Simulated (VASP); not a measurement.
Runs of VASP 6.6.1 on C. The structure is that of space group Fd-3m (No. 227), or close to it. The cells are those of the table. 

```tsv
cell	gap on the mesh (eV)	pressure (GPa)
a = 2.509, b = 2.509, c = 2.522 Å, angles 59.8, 59.8, 60.3°, 2 atoms	4.10	2.2
a = 2.535, b = 2.535, c = 2.522 Å, angles 60.2, 60.2, 59.7°, 2 atoms	(a)	-6.6
a = 2.522 Å, angles 60.0°, 2 atoms	4.34	-2.3
a = 2.547, b = 2.547, c = 2.522 Å, angles 60.3, 60.3, 59.3°, 2 atoms	4.04	-10.7
a = 2.497, b = 2.497, c = 2.522 Å, angles 59.7, 59.7, 60.7°, 2 atoms	(b)	7.0
```

Alike in all rows: task single point; level r2SCAN; potentials or basis VASP PAW PBE potentials, release 64 (C); no spin polarisation; k mesh 9 × 9 × 9; cutoff (eV) 660; smearing fermi-dirac 0.02 eV.

Task: Estimate the missing entries.

Result: (a) 4.19; (b) 3.85.

Caveats: the PAW data sets were made with another functional, which shifts forces and pressure a little.

A k mesh can miss the band edges.
